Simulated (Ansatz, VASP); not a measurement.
**AlNi: VASP beside Ansatz**

```
Al Ni
1.0
     2.96504    0.00000    0.00000
     0.00000    2.96504    0.00000
     0.00000    0.00000    2.96504
Al Ni
1 1
Direct
  0.00000 0.00000 0.96543
  0.50000 0.50000 0.51589
```

Change from the starting cell: mode 6 frozen in at -0.100 Å, equal normal strain along x, y and z +0.0250.

Alike in both runs: task single point; functional PBE; k mesh 16 × 16 × 16; occupations gaussian, width 0.15 eV; no spin polarisation.

|  | VASP | Ansatz |
| --- | --- | --- |
| version | VASP 6.6.1 | Ansatz 0.2.0 |
| potentials or method | VASP PAW PBE potentials, release 64 (Al, Ni), cutoff 520 eV | scalar-relativistic, plane waves, PAW |
| valence electrons in the cell | 13 | 21 |

|  | VASP | Ansatz | Ansatz less VASP |
| --- | --- | --- | --- |
| gap on the k mesh at the Fermi level (eV) | none | none | - |
| pressure (GPa) | -8.8 | -8.9 | -0.15 |
| traceless stress, the component that is largest in VASP (GPa) | -0.40 | -0.40 | +0.004 |
| rms of the force components (eV/Å) | 0.358 | 0.356 | -0.0022 |

Atom by atom the forces differ by 0.002 eV/Å (rms over components). A gap of «none» marks a metal or a gap that the smearing closes. With one functional, cell and mesh, what is left measures potentials, basis and numerics. VASP's potentials hold 13 valence electrons a cell and Ansatz's 21, so a difference there can come from the potentials and not from the codes.
